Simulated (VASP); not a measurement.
# Cu (P2_1/m) in VASP: further runs, part 2 of 2

VASP 6.6.1.

### 3 Single point, PBE (atoms displaced along a vibrational mode, the cell strained)

Input file INCAR:

```
SYSTEM = Cu
ALGO     = Fast           ! electronic algorithm
EDIFF    = 1E-7           ! SCF threshold, eV
ENCUT    = 520            ! plane-wave cutoff, eV
GGA      = PE             ! functional
ISIF     = 2              ! what is computed and relaxed
ISMEAR   = 0              ! smearing method
LASPH    = .True.         ! aspherical terms in the spheres
LCHARG   = .False.        ! write CHGCAR
LREAL    = .False.        ! projectors in reciprocal space
LWAVE    = .False.        ! write WAVECAR
NBANDS   = 18             ! bands
NELM     = 80             ! most SCF steps
PREC     = Accurate       ! precision mode
SIGMA    = 0.15           ! smearing width, eV
```

Input file KPOINTS:

```
k-points
0
Gamma
  18 18 18
  0 0 0
```

Input file POSCAR:

```
Cu
1.0
    1.1890956427     -3.8696505880      0.0000000000
    1.1890956427      3.8696505880      0.0000000000
    0.0000000000      0.0000000000      2.5142119659
Cu
2
Direct
    0.0775216340      0.8094512930      0.2500000000
    0.9224783660      0.1905487070      0.7500000000
```

Potentials or basis: VASP PAW PBE potentials, release 64 (Cu).

Started as:

```
> cat potpaw_PBE.64/Cu/POTCAR > POTCAR
> mpirun -np 1 vasp_std > vasp.out
```

OUTCAR:

```text
SYSTEM = Cu
   EDIFF = 1E-7
   ENCUT = 520
   GGA = PE
   ISIF = 2
   ISMEAR = 0
   LASPH = .True.
   LREAL = .False.
   NELM = 80
   PREC = Accurate

 ion  position               nearest neighbor table
   1  0.078  0.809  0.250-   2 2.38   2 2.38   2 2.44   2 2.44   2 2.63   2 2.63
   2  0.922  0.191  0.750-   1 2.38   1 2.38   1 2.44   1 2.44   1 2.63   1 2.63

  LATTYP: Found a base centered orthorhombic cell.
 ALAT       =     2.3781912854
 B/A-ratio  =     3.2542803531
 C/A-ratio  =     1.0571950126

  Lattice vectors:

[... 195 lines left out ...]
      6       5.1446      2.00000
[... 481 lines left out ...]
      5       4.6520      2.00000
      6       4.7947      2.00000
[... 10 lines left out ...]
     17      27.8397      0.00000
     18      32.0019      0.00000

 [... further k-points ...]
[... 5 lines left out ...]
  --------------------------------------------------------------------------------------
  -------------------------------------------------------------------------------------
  Total        2.4343692      2.3673979      1.4231458      1.2827884      0.0000000      0.0000000
  in kB      168.5685730    163.9311214     98.5461285     88.8270378      0.0000000      0.0000000
  external PRESSURE =     143.6819410 kB  Pullay stress =       0.0000000 kB

 VOLUME and BASIS-vectors are now :
 -----------------------------------------------------------------------------
  energy-cutoff  :      520.00
  volume of cell :       23.14
      direct lattice vectors                 reciprocal lattice vectors
     1.189095643 -3.869650588  0.000000000     0.420487623 -0.129210632  0.000000000
     1.189095643  3.869650588  0.000000000     0.420487623  0.129210632  0.000000000
     0.000000000  0.000000000  2.514211966     0.000000000  0.000000000  0.397738939

 POSITION                                       TOTAL-FORCE (eV/Angst)
 -----------------------------------------------------------------------------------
      1.05470      2.83231      0.62855         0.310033      0.483328      0.000000
      1.32350     -2.83231      1.88566        -0.310033     -0.483328      0.000000
 -----------------------------------------------------------------------------------
    total drift:                                0.000000      0.000000      0.000000

  FREE ENERGIE OF THE ION-ELECTRON SYSTEM (eV)
  ---------------------------------------------------
  free  energy   TOTEN  =        -7.0424436427 eV

  energy  without entropy=       -7.0363876559  energy(sigma->0) =       -7.03941565
```

stdout:

```text
POSCAR found type information on POSCAR Cu
 POSCAR found :  1 types and       2 ions
 scaLAPACK will be used
 LDA part: xc-table for (Slater+PW92), standard interpolation
[... 39 lines left out ...]
 num prob  num prob  num prob  num prob WARNING in EDDRMM: call to ZHEGV failed, returncode =   8  4     17
 num prob WARNING in EDDRMM: call to ZHEGV failed, returncode =   6  3     16
 num prob  num prob  num prob WARNING in EDDRMM: call to ZHEGV failed, returncode =   6  3     16
 num prob WARNING in EDDRMM: call to ZHEGV failed, returncode =   6  3     16
 num prob  num prob  num prob  num prob  num prob  num prob  num prob  num prob  num prob  num prob  num prob  num prob RMM:  16    -0.704244364275E+01   -0.10285E-07   -0.48931E-08 39605   0.320E-03
```

It took 27 min on 1 thread of Oxide Virtual Turin-like, shared host; peak memory 0.59 GiB.

What came out:

```yaml
Free_energy: -7.0424 eV
Pressure: 14.4 GPa
Largest_force: 0.574 eV/Å
Band_gap_on_the_k_mesh: zero (bands 11 and 12 overlap by 6.05 eV)
```

Forces on the atoms (eV/Å):
```
Cu   0.310  0.483  0.000
Cu  -0.310 -0.483  0.000
```

Levels at points of the mesh, in eV from the Fermi level:
| k point | band 9 | band 10 | band 11 | band 12 | band 13 | band 14 |
| --- | --- | --- | --- | --- | --- | --- |
| (0.00, 0.00, 0.00) | -1.86 | -1.79 | -1.38 | 0.14 | 5.37 | 13.72 |
| (0.50, 0.00, 0.00) | -2.14 | -1.47 | -0.86 | 1.86 | 2.44 | 7.93 |
| (0.00, 0.50, 0.00) | -2.25 | -1.98 | 0.17 | 1.13 | 3.66 | 6.76 |
| (0.50, 0.50, 0.00) | -2.38 | -1.94 | -1.68 | -1.67 | 14.60 | 16.29 |
| (0.00, 0.00, 0.50) | -1.81 | -1.81 | -0.24 | -0.24 | 8.32 | 8.32 |
| (0.50, 0.00, 0.50) | -1.32 | -1.32 | 4.37 | 4.37 | 6.85 | 6.85 |
| (0.00, 0.50, 0.50) | -1.27 | -1.27 | 3.17 | 3.17 | 8.10 | 8.10 |
| (0.50, 0.50, 0.50) | -1.60 | -1.60 | -1.23 | -1.23 | 3.58 | 3.58 |

Caveat: the cell differs from its parent crystal (atoms displaced along a vibrational mode, the cell strained); the stress differs along the axes, from 10 to 17 GPa.
